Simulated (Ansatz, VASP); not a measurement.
# One calculation of Ag, two programs

INCAR

```
SYSTEM = Ag
PREC = Accurate
ENCUT = 520
EDIFF = 1E-6
ISMEAR = 0
SIGMA = 0.15
LREAL = .False.
LASPH = .True.
NELM = 80
ALGO = Fast
ISIF = 2
LWAVE = .False.
LCHARG = .True.
GGA = PS
LELF = .True.
LVHAR = .True.
NBANDS = 12
```

File KPOINTS:

```
Automatic mesh
0
Gamma
  20 20 20
  0 0 0
```

File POSCAR:

```
Ag
1.0
    0.0000000000      1.8796520000      2.1248240000
    1.8796520000      0.0000000000      2.1248240000
    1.8796520000      1.8796520000      0.0000000000
Ag
1
Direct
    0.0000000000      0.0000000000      0.0000000000
```

Input for Ansatz:

```yaml
crystal:
  lattice:
    - [0.0, 1.879652, 2.124824]
    - [1.879652, 0.0, 2.124824]
    - [1.879652, 1.879652, 0.0]
  atoms:
    - { symbol: Ag, position: [0.0, 0.0, 0.0] }
basis:
  ecutwfc: 420
kpoints:
  mp_grid: { grid: [20, 20, 20] }
hamiltonian:
  xc: pbesol
scf:
  occupations: { method: gaussian, width: 0.15 }
output:
  forces: true
  stress: true
  eigenvalues: true
```

Change from the starting cell: strain -0.080 along x and y, +0.040 along z, atoms carried along.

Alike in both runs: task single point; functional PBEsol; k mesh 20 × 20 × 20; occupations gaussian, width 0.15 eV; no spin polarisation.

```csv
,VASP,Ansatz
version,VASP 6.6.1,Ansatz 0.2.0
potentials or method,"VASP PAW PBE potentials, release 64 (Ag), cutoff 520 eV","scalar-relativistic, plane waves, PAW"
valence electrons in the cell,11,19
```

|  | VASP | Ansatz | Ansatz less VASP |
| --- | --- | --- | --- |
| gap on the k mesh at the Fermi level (eV) | none | none | - |
| pressure (GPa) | 17.1 | 17.5 | +0.49 |
| traceless stress, the component that is largest in VASP (GPa) | -6.92 | -6.99 | -0.062 |

VASP's potentials were made for PBE, not for PBEsol. A gap of «none» marks a metal or a gap that the smearing closes. VASP's potentials hold 11 valence electrons a cell and Ansatz's 19, so a difference there can come from the potentials and not from the codes.
